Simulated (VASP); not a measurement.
# Sb (Im-3m) in VASP: further runs, part 2 of 2

VASP 6.6.1. The steps go on from the part before.

### Step 4. Relaxation of cell and atoms, BLYP+D3(BJ)

File INCAR:

```
  AGGAC = 1.0
  AGGAX = 1.0
  ALDAC = 0.0
  ALDAX = 1.0
  ALGO = Normal
  EDIFF = 1E-7
  EDIFFG = -0.01
  ENCUT = 600
  GGA = B5
  IBRION = 2
  ISIF = 3
  ISMEAR = -1
  IVDW = 12
  LASPH = True
  LCHARG = False
  LREAL = False
  LWAVE = False
  NELM = 100
  NSW = 60
  PREC = Accurate
  SIGMA = 0.05
  VDW_A1 = 0.4298
  VDW_A2 = 4.2359
  VDW_S6 = 1.0
  VDW_S8 = 2.6996
```

File KPOINTS:

```
k-points
0
Gamma
  10 10 10
```

File POSCAR:

```
Sb
1.0
   -1.8713408863      1.8713408863      1.8713408863
    1.8713408863     -1.8713408863      1.8713408863
    1.8713408863      1.8713408863     -1.8713408863
Sb
1
Direct
    0.0000000000      0.0000000000      0.0000000000
```

Potentials or basis: VASP PAW PBE potentials, release 64 (Sb).

On the command line:

```sh
$ cat potpaw_PBE.64/Sb/POTCAR > POTCAR
$ mpirun -np 1 vasp_std > vasp.out
```

OUTCAR:

```text
EDIFF = 1E-7
   EDIFFG = -0.01
   ENCUT = 600
   GGA = B5
   IBRION = 2
   ISIF = 3
   ISMEAR = -1
   IVDW = 12
   LASPH = True
   LREAL = False
   NELM = 100
   NSW = 60
   PREC = Accurate
 IVDW          = 12

 ion  position               nearest neighbor table
   1  0.000  0.000  0.000-

  LATTYP: Found a body centered cubic cell.
 ALAT       =     3.7426817726

  Lattice vectors:

 A1 = (  -1.8713408863,   1.8713408863,   1.8713408863)
 A2 = (   1.8713408863,  -1.8713408863,   1.8713408863)
 A3 = (   1.8713408863,   1.8713408863,  -1.8713408863)

Analysis of symmetry for initial positions (statically):
=====================================================================
 Subroutine PRICEL returns:
 Original cell was already a primitive cell.

 Routine SETGRP: Setting up the symmetry group for a
[... 243 lines left out ...]
--------------------------------------- Ionic step        3  -------------------------------------------

 number of electron       5.0000000 magnetization

 Free energy of the ion-electron system (eV)
  ---------------------------------------------------
  ext. energy  EPLUGINS =         0.00000000
  ---------------------------------------------------
  free energy    TOTEN  =        -2.95948179 eV

  energy without entropy =       -2.95050982  energy(sigma->0) =       -2.95499580

 E-fermi :   8.8961     XC(G=0):  -9.5462

 val. band max:        8.8938879858   @ k =   0.5000   0.5000   0.3000
 cond. band min:       8.8985293592   @ k =  -0.3000   0.4000   0.1000
 fundamental gap:      0.0046413734
 Fermi energy:         8.8961284870

 k-point     1 :       0.0000    0.0000    0.0000
  band No.  band energies     occupation
      1      -3.9127      2.00000
      2      14.1958      0.00000
      3      14.1958      0.00000
      4      14.1958      0.00000
      5      19.5373      0.00000
      6      19.5373      0.00000
[... 199 lines left out ...]
 k-point    24 :      -0.3000    0.3000    0.1000
  band No.  band energies     occupation
      1      -1.8901      2.00000
      2       7.2852      2.00000
      3      10.7849      0.00000
      4      12.1865      0.00000
      5      16.7202      0.00000
      6      17.6020      0.00000

 [... further k-points ...]

------------------------ aborting loop because EDIFF is reached ----------------------------------------

 Edisp (eV)   -1.23282

 E8    (eV) :    -0.9315
[... 24 lines left out ...]
  FREE ENERGIE OF THE ION-ELECTRON SYSTEM (eV)
  ---------------------------------------------------
  free  energy   TOTEN  =        -4.1923006848 eV

  energy  without entropy=       -4.1833287093  energy(sigma->0) =       -4.18781470

 reached required accuracy - stopping structural energy minimisation
```

OSZICAR:

```text
N       E                     dE             d eps       ncg     rms          rms(c)
DAV:   1     0.112265852864E+02    0.11227E+02   -0.18095E+03   570   0.614E+02
DAV:   2    -0.267179756295E+01   -0.13898E+02   -0.13294E+02   846   0.787E+01
DAV:   3    -0.291662192149E+01   -0.24482E+00   -0.24143E+00   678   0.117E+01
[... 22 lines left out ...]
DAV:   2    -0.295992332437E+01    0.82049E-03   -0.64673E-04   576   0.220E-01    0.915E-02
DAV:   3    -0.295948285783E+01    0.44047E-03   -0.83111E-04   570   0.168E-01    0.311E-02
DAV:   4    -0.295948259959E+01    0.25824E-06   -0.53024E-06   660   0.243E-02    0.270E-02
DAV:   5    -0.295948187398E+01    0.72561E-06   -0.65840E-07   582   0.811E-03    0.680E-03
DAV:   6    -0.295948179170E+01    0.82284E-07   -0.33127E-08   372   0.149E-03
   3 F= -.41923007E+01 E0= -.41878147E+01  d E =-.426540E-02
```

Wall time 62 s (1 thread of Intel Xeon Platinum 8259CL at 2.50GHz (Skylake/Cascade Lake), shared host); peak memory 0.17 GiB.

Results:

* Free energy: -4.1923 eV
* Relaxed volume: 26.98 Å³/atom
* Relaxed cell: a = 3.272 Å, b = 3.272 Å, c = 3.272 Å, α = 109.47°, β = 109.47°, γ = 109.47°
* Space group after relaxing (to 0.05 Å): Im-3m (No. 229)
* Energy gained by relaxing: 4.3 meV/atom
* Ionic steps: 3
* Pressure after relaxing: 0.0 GPa
* Dispersion energy per atom: -1.233 eV

The path:
| step | energy change (eV) | largest force (eV/Å) | pressure (GPa) | volume (Å³) |
| --- | --- | --- | --- | --- |
| 1 | 0.0000 | 0.0000 | 1.83 | 26.21 |
| 2 | -0.0032 | 0.0000 | -0.83 | 27.37 |
| 3 | -0.0043 | 0.0000 | 0.00 | 26.98 |

Final structure:
```cif
data_structure
_symmetry_space_group_name_H-M 'P 1'
_symmetry_Int_Tables_number 1
_cell_length_a 3.2725
_cell_length_b 3.2725
_cell_length_c 3.2725
_cell_angle_alpha 109.471
_cell_angle_beta 109.471
_cell_angle_gamma 109.471
_cell_volume 26.98
loop_
_atom_site_label
_atom_site_type_symbol
_atom_site_fract_x
_atom_site_fract_y
_atom_site_fract_z
_atom_site_occupancy
Sb1 Sb 0.00000 0.00000 0.00000 1
```

Caveat: the PAW data sets were made with another functional, which shifts forces and pressure a little; spin-orbit coupling is left out, which moves the levels of the heavy elements; pairwise dispersion overbinds metals, which lowers pressure and volume.

### Step 5. Relaxation of cell and atoms, BLYP+D4

File INCAR:

```
PREC = Accurate
ENCUT = 600
EDIFF = 1E-6
ISMEAR = -1
SIGMA = 0.05
LREAL = False
LASPH = True
NELM = 100
ALGO = Normal
ISIF = 3
LWAVE = False
LCHARG = False
GGA = B5
ALDAX = 1.0
AGGAX = 1.0
AGGAC = 1.0
ALDAC = 0.0
IVDW = 13
VDW_S6 = 1.0
VDW_S8 = 2.34076671
VDW_A1 = 0.44488865
VDW_A2 = 4.0933009
IBRION = 2
NSW = 60
EDIFFG = -0.01
```

File KPOINTS:

```
regular mesh
0
Gamma
  10 10 10
```

POSCAR is that of step 4.

On the command line:

```sh
$ cat potpaw_PBE.64/Sb/POTCAR > POTCAR
$ mpirun -np 1 vasp_std > vasp.out
```

It took 16 s on 1 thread of Intel Xeon 6975P-C (Granite Rapids), shared host; peak memory 0.16 GiB.

Results (log left out):

```yaml
Free_energy: -4.0282 eV
Relaxed_volume: 27.50 Å³/atom
Relaxed_cell: a = 3.293 Å, b = 3.293 Å, c = 3.293 Å, α = 109.47°, β = 109.47°, γ = 109.47°
Space_group_after_relaxing_to_0.05_Å: Im-3m (No. 229)
Energy_gained_by_relaxing: 11.8 meV/atom
Ionic_steps: 3
Pressure_after_relaxing: 0.0 GPa
Dispersion_energy_per_atom: -1.048 eV
```

The path:
```tsv
step	energy change (eV)	largest force (eV/Å)	pressure (GPa)	volume (Å³)
1	0.0000	0.0000	3.08	26.21
2	-0.0090	0.0000	-1.30	28.17
3	-0.0118	0.0000	0.01	27.50
```

Final structure:
```cif
data_structure
_symmetry_space_group_name_H-M 'P 1'
_symmetry_Int_Tables_number 1
_cell_length_a 3.2933
_cell_length_b 3.2933
_cell_length_c 3.2933
_cell_angle_alpha 109.471
_cell_angle_beta 109.471
_cell_angle_gamma 109.471
_cell_volume 27.50
loop_
_atom_site_label
_atom_site_type_symbol
_atom_site_fract_x
_atom_site_fract_y
_atom_site_fract_z
_atom_site_occupancy
Sb1 Sb 0.00000 0.00000 0.00000 1
```

Levels at points of the mesh, in eV from the Fermi level:
| k point | band 1 | band 2 | band 3 | band 4 | band 5 |
| --- | --- | --- | --- | --- | --- |
| (0.00, 0.00, 0.00) | -12.66 | 5.16 | 5.16 | 5.16 | 10.57 |
| (0.50, 0.00, 0.00) | -8.85 | -5.34 | 1.55 | 3.65 | 6.64 |
| (0.50, 0.50, 0.50) | -5.84 | -1.95 | -1.95 | -1.95 | 3.39 |

Caveat: the PAW data sets were made with another functional, which shifts forces and pressure a little; spin-orbit coupling is left out, which moves the levels of the heavy elements; pairwise dispersion overbinds metals, which lowers pressure and volume.

### Step 6. The runs side by side

| level | gap on the mesh (eV) | pressure (GPa) | relaxed volume (Å³/atom) |
| --- | --- | --- | --- |
| revPBE+D3(BJ) | none | 0.0 | 25.39 |
| revPBE+D4 | none | 0.0 | 25.76 |
| BLYP+D3(BJ) | none | 0.0 | 26.98 |
| BLYP+D4 | none | 0.0 | 27.50 |

Alike in all rows: task relaxation of cell and atoms; potentials or basis VASP PAW PBE potentials, release 64 (Sb); no spin polarisation; cell relaxed; k mesh 10 × 10 × 10; cutoff (eV) 600; smearing fermi-dirac 0.05 eV.

Caveats: the PAW data sets were made with another functional, which shifts forces and pressure a little; spin-orbit coupling is left out, which moves the levels of the heavy elements; pairwise dispersion overbinds metals, which lowers pressure and volume.

Total energies depend on the potentials used, so only differences within one code and one set of settings carry meaning.
